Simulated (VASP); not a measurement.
A run of VASP 6.6.1 is set up as follows.

Contents of INCAR:

```
SYSTEM = KF
PREC = Accurate
ENCUT = 520
EDIFF = 1E-6
ISMEAR = -1
SIGMA = 0.01
LREAL = .FALSE.
LASPH = .TRUE.
NELM = 60
ALGO = Normal
ISIF = 2
LWAVE = .FALSE.
LCHARG = .FALSE.
GGA = PS
NBANDS = 15
```

The input KPOINTS:

```
Automatic mesh
0
G
  9 9 9
  0 0 0
```

File POSCAR:

```
KF
1.0
    0.0000000000      2.6189234616      2.6189234616
    2.6189234616      0.0000000000      2.6189234616
    2.6189234616      2.6189234616      0.0000000000
K F
1 1
Direct
    0.0000000000      0.0000000000      0.0000000000
    0.5000000000      0.5000000000      0.5000000000
```

Potentials or basis: VASP PAW PBE potentials, release 64 (K_sv, F).

Command:

```sh
$ cat potpaw_PBE.64/K_sv/POTCAR potpaw_PBE.64/F/POTCAR > POTCAR
$ mpirun -np 1 vasp_std > vasp.out
```

Q: Estimate the pressure.

A: 1.5 GPa.

Q: Estimate the band gap on the k mesh.

A: 6.34 eV, direct.

Caveat: the PAW data sets were made with another functional, which shifts forces and pressure a little. A k mesh can miss the band edges.
